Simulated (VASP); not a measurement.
# HfN (km) (P6_3/mmc) in VASP: single point with PBEsol

Aim: the single point of HfN (km) with PBEsol.

All numbers are computed with VASP 6.6.1; they aren't measurements. Logs are shortened: lines on timing, memory, paths and dates and some standing lists are left out, and cuts for length are marked.

### 1 The cell of the first run

The structure is hexagonal, space group P6_3/mmc (No. 194). Conventional cell: a = 3.128 Å, b = 3.128 Å, c = 5.391 Å, α = 90.00°, β = 90.00°, γ = 120.00°. Within 3.0 Å of Hf (site symmetry -6m2) lie 6 N at 2.25 Å. Within 3.0 Å of N (site symmetry -3m) lie 6 Hf at 2.25 Å and 2 N at 2.70 Å.

### 2 Single point, PBEsol

Contents of INCAR:

```
PREC = Accurate ; ENCUT = 600
EDIFF = 1E-6 ; ISMEAR = 0
SIGMA = 0.1 ; LREAL = False
LASPH = True ; NELM = 120
ALGO = Normal ; ISIF = 2
LWAVE = False ; LCHARG = False
GGA = PS ; NBANDS = 23
GGA_COMPAT = False
```

Contents of KPOINTS:

```
Automatic mesh
0
Gamma
  6 6 4
```

Contents of POSCAR:

```
HfN
1.0
    3.1276491350      0.0000000000      0.0000000000
   -1.5638245675      2.7086236050      0.0000000000
    0.0000000000      0.0000000000      5.3913456257
Hf N
2 2
Direct
    0.6666666667      0.3333333333      0.7500000000
    0.3333333333      0.6666666667      0.2500000000
    0.0000000000      0.0000000000      0.0000000000
    0.0000000000      0.0000000000      0.5000000000
```

Potentials or basis: VASP PAW PBE potentials, release 64 (Hf_pv, N).

The run is started by

```console
$ cat potpaw_PBE.64/Hf_pv/POTCAR potpaw_PBE.64/N/POTCAR > POTCAR
$ mpirun -np 1 vasp_std > vasp.out
```

OUTCAR:

```text
PREC = Accurate
   ENCUT = 600
   EDIFF = 1E-6
   ISMEAR = 0
   LREAL = False
   LASPH = True
   NELM = 120
   ISIF = 2
   GGA = PS

 ion  position               nearest neighbor table
   1  0.667  0.333  0.750-   3 2.25   4 2.25   3 2.25   4 2.25   3 2.25   4 2.25   2 3.24   2 3.24
                             2 3.24   2 3.24   2 3.24   2 3.24
   2  0.333  0.667  0.250-   3 2.25   4 2.25   3 2.25   4 2.25   3 2.25   4 2.25   1 3.24   1 3.24
                             1 3.24   1 3.24   1 3.24   1 3.24
   3  0.000  0.000  0.000-   1 2.25   2 2.25   2 2.25   1 2.25   1 2.25   2 2.25
   4  0.000  0.000  0.500-   1 2.25   2 2.25   2 2.25   1 2.25   1 2.25   2 2.25

  LATTYP: Found a hexagonal cell.
 ALAT       =     3.1276491350
 C/A-ratio  =     1.7237693210

  Lattice vectors:

 A1 = (   3.1276491350,   0.0000000000,   0.0000000000)
 A2 = (  -1.5638245675,   2.7086236050,   0.0000000000)
 A3 = (   0.0000000000,   0.0000000000,   5.3913456257)

Analysis of symmetry for initial positions (statically):
=====================================================================
 Subroutine PRICEL returns:
 Original cell was already a primitive cell.

 Routine SETGRP: Setting up the symmetry group for a
 hexagonal supercell.

 Subroutine GETGRP returns: Found 24 space group operations
 (whereof 12 operations were pure point group operations)
 out of a pool of 24 trial point group operations.

The static configuration has the point symmetry D_3d.
 The point group associated with its full space group is D_6h.

Analysis of symmetry for dynamics (positions and initial velocities):
=====================================================================
 Subroutine PRICEL returns:
 Original cell was already a primitive cell.

 Routine SETGRP: Setting up the symmetry group for a
 hexagonal supercell.

 Subroutine GETGRP returns: Found 24 space group operations
 (whereof 12 operations were pure point group operations)
 out of a pool of 24 trial point group operations.

The dynamic configuration has the point symmetry D_3d.
 The point group associated with its full space group is D_6h.

 Subroutine INISYM returns: Found 24 space group operations
 (whereof 12 operations are pure point group operations),
 and found     1 'primitive' translations

----------------------------------------------------------------------------------------

                                     Primitive cell

  volume of cell :      45.6735

  direct lattice vectors                    reciprocal lattice vectors
     3.127649135  0.000000000  0.000000000     0.319728958  0.184595600  0.000000000
    -1.563824567  2.708623605  0.000000000     0.000000000  0.369191200  0.000000000
     0.000000000  0.000000000  5.391345626     0.000000000  0.000000000  0.185482451

  length of vectors
     3.127649135  3.127649135  5.391345626     0.369191200  0.369191200  0.185482451

  position of ions in fractional coordinates (direct lattice)
     0.666666667  0.333333333  0.750000000
     0.333333333  0.666666667  0.250000000
     0.000000000  0.000000000  0.000000000
     0.000000000  0.000000000  0.500000000

  ion indices of the primitive-cell ions
   primitive index   ion index
                 1           1
                 2           2
                 3           3
                 4           4

----------------------------------------------------------------------------------------

 KPOINTS: Automatic mesh

Automatic generation of k-mesh.
 Grid dimensions read from file:
 generate k-points for:    6    6    4

 Generating k-lattice:

  Cartesian coordinates                     Fractional coordinates (reciprocal lattice)
     0.053288160  0.030765933  0.000000000     0.166666667  0.000000000  0.000000000
     0.000000000  0.061531867  0.000000000     0.000000000  0.166666667  0.000000000
     0.000000000  0.000000000  0.046370613     0.000000000  0.000000000  0.250000000

  Length of vectors
     0.061531867  0.061531867  0.046370613

  Shift w.r.t. Gamma in fractional coordinates (k-lattice)
     0.000000000  0.000000000  0.000000000

 Subroutine IBZKPT returns following result:
 ===========================================

 Found     21 irreducible k-points:

 Following reciprocal coordinates:
            Coordinates               Weight
  0.000000  0.000000  0.000000      1.000000
  0.166667 -0.000000  0.000000      6.000000
  0.333333 -0.000000  0.000000      6.000000
  0.500000 -0.000000  0.000000      3.000000
  0.166667  0.166667  0.000000      6.000000
  0.333333  0.166667  0.000000     12.000000
[... 13 lines left out ...]
  0.333333  0.166667  0.500000     12.000000
  0.333333  0.333333  0.500000      2.000000
   k-points           NKPTS =     21   k-points in BZ     NKDIM =     21   number of bands    NBANDS=     23
   number of dos      NEDOS =    301   number of ions     NIONS =      4
   total plane-waves  NPLWV =  37632
   dimension x,y,z NGX =    28 NGY =   28 NGZ =   48
   dimension x,y,z NGXF=    56 NGYF=   56 NGZF=   96
   ions per type =               2   2
   NGX,Y,Z   is equivalent  to a cutoff of  14.88, 14.88, 14.80 a.u.
   NGXF,Y,Z  is equivalent  to a cutoff of  29.77, 29.77, 29.60 a.u.
 SYSTEM =  unknown system
   PREC   = accura    normal or accurate (medium, high low for compatibility)
   ISTART =      0    job   : 0-new  1-cont  2-samecut
   ICHARG =      2    charge: 1-file 2-atom 10-const
   ISPIN  =      1    spin polarized calculation?
   LNONCOLLINEAR =      F non collinear calculations
   LSORBIT =      F    spin-orbit coupling
   LASPH  =      T    aspherical Exc in radial PAW
   ENCUT  =  600.0 eV  44.10 Ry    6.64 a.u.   6.25  6.25 10.77*2*pi/ulx,y,z
   NELM   =    120;   NELMIN=  2; NELMDL= -5     # of ELM steps
   EDIFF  = 0.1E-05   stopping-criterion for ELM
   LREAL  =      F    real-space projection
   EDIFFG = 0.1E-04   stopping-criterion for IOM
   NSW    =      0    number of steps for IOM
   IBRION =     -1    ionic relax: 0-MD 1-quasi-New 2-CG
   NFREE  =      0    steps in history (QN), initial steepest desc. (CG)
   ISIF   =      2    stress and relaxation
   ISYM   =      2    0-nonsym 1-usesym 2-fastsym
   POTIM  = 0.5000    time-step for ionic-motion
   TEBEG  =    0.0;   TEEND  =   0.0 temperature during run
   PSTRESS=    0.0 pullay stress
   NELECT =      30.0000    total number of electrons
   NUPDOWN=      -1.0000    fix difference up-down
   EMIN   =  10.00;   EMAX   =-10.00  energy-range for DOS
   EFERMI =   0.00;   METHOD = LEGACY
   ISMEAR =     0;   SIGMA  =   0.10  broadening in eV -4-tet -1-fermi 0-gaus
   EFERMI_NEDOS =   21; number of points for ismear=-14 and -15
   IALGO  =     38    algorithm
   IMIX   =      4    mixing-type and parameters
     AMIX     =   0.40;   BMIX     =  1.00
     AMIX_MAG =   1.60;   BMIX_MAG =  1.00
  volume/ion in A,a.u.               =      11.42        77.05
  Fermi-wavevector in a.u.,A,eV,Ry     =   1.423073  2.689219 27.553673  2.025138
  Thomas-Fermi vector in A             =   2.543710
   LORBIT       =      0    0 simple, 1 ext, 2 COOP (PROOUT), +10 PAW based schemes
   GGA     = PS    functional components
   LHFCALC =     F    Hartree Fock is set to
   AEXX    =    0.0000 exact exchange contribution
   IVDW    =     0    specifies the selected vdW correction
   LEPSILON=     F    determine dielectric tensor
   LRPA    =     F    only Hartree local field effects (RPA)
 non-spin polarized calculation
 Gauss-broadening in eV      SIGMA  =   0.10
  energy-cutoff  :      600.00
  volume of cell :       45.67
 maximum number of plane-waves:      1557
 NGX is ok and might be reduce to    28
   NGX = 13   NGY = 13   NGZ = 21

 number of electron      29.9999997 magnetization

 Free energy of the ion-electron system (eV)
  ---------------------------------------------------
  ext. energy  EPLUGINS =         0.00000000
  ---------------------------------------------------
  free energy    TOTEN  =       -45.85902954 eV

  energy without entropy =      -45.84926864  energy(sigma->0) =      -45.85414909

 E-fermi :   7.6867     XC(G=0): -12.9496

 val. band max:        7.6695398597   @ k =   0.3333   0.1667   0.5000
 cond. band min:       7.9480774908   @ k =   0.3333   0.3333   0.0000
 fundamental gap:      0.2785376312
 Fermi energy:         7.6867396551

 k-point     1 :       0.0000    0.0000    0.0000
  band No.  band energies     occupation
      1     -23.8040      2.00000
      2     -22.8989      2.00000
      3     -22.8049      2.00000
      4     -22.8049      2.00000
      5     -22.7407      2.00000
      6     -22.7407      2.00000
[... 15 lines left out ...]
     22      13.5626      0.00000
     23      13.5626      0.00000

 k-point     2 :       0.1667   -0.0000    0.0000
  band No.  band energies     occupation
      1     -23.7046      2.00000
      2     -23.0412      2.00000
      3     -22.9551      2.00000
      4     -22.9103      2.00000
      5     -22.8738      2.00000
      6     -22.7658      2.00000
[... 15 lines left out ...]
     22      12.7818      0.00000
     23      13.0840      0.00000

 k-point     3 :       0.3333   -0.0000    0.0000
  band No.  band energies     occupation
      1     -23.5046      2.00000
      2     -23.4701      2.00000
      3     -23.3361      2.00000
      4     -22.9936      2.00000
      5     -22.9646      2.00000
      6     -22.8311      2.00000
[... 15 lines left out ...]
     22      13.5983      0.00000
     23      14.0712      0.00000
[... 417 lines left out ...]
 k-point    20 :       0.3333    0.1667    0.5000
  band No.  band energies     occupation
      1     -23.6045      2.00000
      2     -23.6045      2.00000
      3     -23.1652      2.00000
      4     -23.1652      2.00000
      5     -22.9849      2.00000
      6     -22.9849      2.00000
[... 15 lines left out ...]
     22      13.7590      0.00000
     23      14.6283      0.00000

 k-point    21 :       0.3333    0.3333    0.5000
  band No.  band energies     occupation
      1     -23.4592      2.00000
      2     -23.4592      2.00000
      3     -23.4172      2.00000
      4     -23.4172      2.00000
      5     -22.9863      2.00000
      6     -22.9863      2.00000
[... 15 lines left out ...]
     22      14.0556      0.00000
     23      14.5437      0.00000

------------------------ aborting loop because EDIFF is reached ----------------------------------------

  FORCE on cell =-STRESS in cart. coord.  units (eV):
  Direction    XX          YY          ZZ          XY          YZ          ZX
  --------------------------------------------------------------------------------------
  -------------------------------------------------------------------------------------
  Total       -0.7968342     -0.7968342     -0.1778232      0.0000000      0.0000000      0.0000000
  in kB      -27.9521176    -27.9521176     -6.2378537      0.0000000      0.0000000      0.0000000
  external PRESSURE =     -20.7140296 kB  Pullay stress =       0.0000000 kB

 VOLUME and BASIS-vectors are now :
 -----------------------------------------------------------------------------
  energy-cutoff  :      600.00
  volume of cell :       45.67
      direct lattice vectors                 reciprocal lattice vectors
     3.127649135  0.000000000  0.000000000     0.319728958  0.184595600  0.000000000
    -1.563824567  2.708623605  0.000000000     0.000000000  0.369191200  0.000000000
     0.000000000  0.000000000  5.391345626     0.000000000  0.000000000  0.185482451

 POSITION                                       TOTAL-FORCE (eV/Angst)
 -----------------------------------------------------------------------------------
      1.56382      0.90287      4.04351        -0.000000     -0.000000      0.000000
     -0.00000      1.80575      1.34784         0.000000      0.000000      0.000000
      0.00000      0.00000      0.00000         0.000000      0.000000      0.000000
      0.00000      0.00000      2.69567         0.000000      0.000000      0.000000
 -----------------------------------------------------------------------------------
    total drift:                               -0.000000      0.000000     -0.000000

  FREE ENERGIE OF THE ION-ELECTRON SYSTEM (eV)
  ---------------------------------------------------
  free  energy   TOTEN  =       -45.8590295380 eV

  energy  without entropy=      -45.8492686447  energy(sigma->0) =      -45.85414909
```

Run time: 46 s. Hardware: 1 thread of AMD EPYC 7R43 (Zen 3), shared host; peak memory 0.16 GiB.

Results:

| Property | Result |
| --- | --- |
| Free energy | -45.8590 eV |
| Pressure | -2.1 GPa |
| Band gap on the k mesh | zero (band 15 reaches 9.73 eV, above the bottom of band 16 at 7.39 eV) |

Stress tensor (GPa, compression positive):
```
-2.80  0.00  0.00
 0.00 -2.80  0.00
 0.00  0.00 -0.62
```

Levels at points of the mesh, in eV from the Fermi level:
```
           k point  band 13  band 14  band 15  band 16  band 17  band 18
(0.00, 0.00, 0.00)    -3.46    -1.53    -0.47     0.86     0.86     1.25
(0.50, 0.00, 0.00)    -3.11    -2.69    -2.24     2.66     2.92     4.62
(0.00, 0.00, 0.50)    -4.27    -4.27     2.05     2.05     3.09     3.09
(0.50, 0.00, 0.50)    -4.35    -4.35    -0.12    -0.12     4.93     4.93
```

Caveat: the k points lie up to 0.39 Å⁻¹ apart; the PAW data sets were made with another functional, which shifts forces and pressure a little; spin-orbit coupling is left out, which moves the levels of the heavy elements.
